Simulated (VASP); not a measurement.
WS2: single point with PBE+D3(BJ)

The system is WS2, a slab with vacuum.

```
S W
1.0
     3.18352    0.00000    0.00000
    -1.59176    2.75701    0.00000
     0.00000    0.00000   38.06950
S W
4 2
Direct
  0.66667 0.33333 0.23626
  0.66667 0.33333 0.31861
  0.66667 0.33333 0.68139
  0.66667 0.33333 0.76374
  0.33333 0.66667 0.27743
  0.33333 0.66667 0.72257
```

```yaml
Program: VASP 6.6.1
Task: single point
Functional: PBE
Dispersion: D3(BJ)
Potentials_or_basis: VASP PAW PBE potentials, release 64 (S, W_sv)
Cutoff: 400 eV
k_mesh: 27 × 27 × 1
Occupations: gaussian, width 0.05 eV
Spin: no spin polarisation
Dipole_correction: yes
Further_INCAR_settings: ALGO = Normal; EDIFF = 1e-06; NBANDS = 35; NELMDL = -8
```

The largest force is 0.004 eV/Å and the band gap on the k mesh is 1.82 eV. The dispersion energy per atom is -0.306 eV.

Forces on the atoms (eV/Å):
```
S    0.000  0.000 -0.004
S    0.000  0.000  0.004
S    0.000  0.000 -0.004
S    0.000  0.000  0.004
W    0.000  0.000  0.000
W    0.000  0.000  0.000
```

Levels at points of the mesh, in eV from the valence-band top:
| k point | band 24 | band 25 | band 26 | band 27 | band 28 | band 29 |
| --- | --- | --- | --- | --- | --- | --- |
| (0.00, 0.00, 0.00) | -1.62 | -0.04 | -0.04 | 2.88 | 2.88 | 2.88 |

It took 15 min on 1 thread of Intel(R) Xeon(R) Platinum 8488C (Sapphire Rapids), with other jobs on the host, peak memory 0.67 GiB.

Caveat: spin-orbit coupling is left out, which moves the levels of the heavy elements.
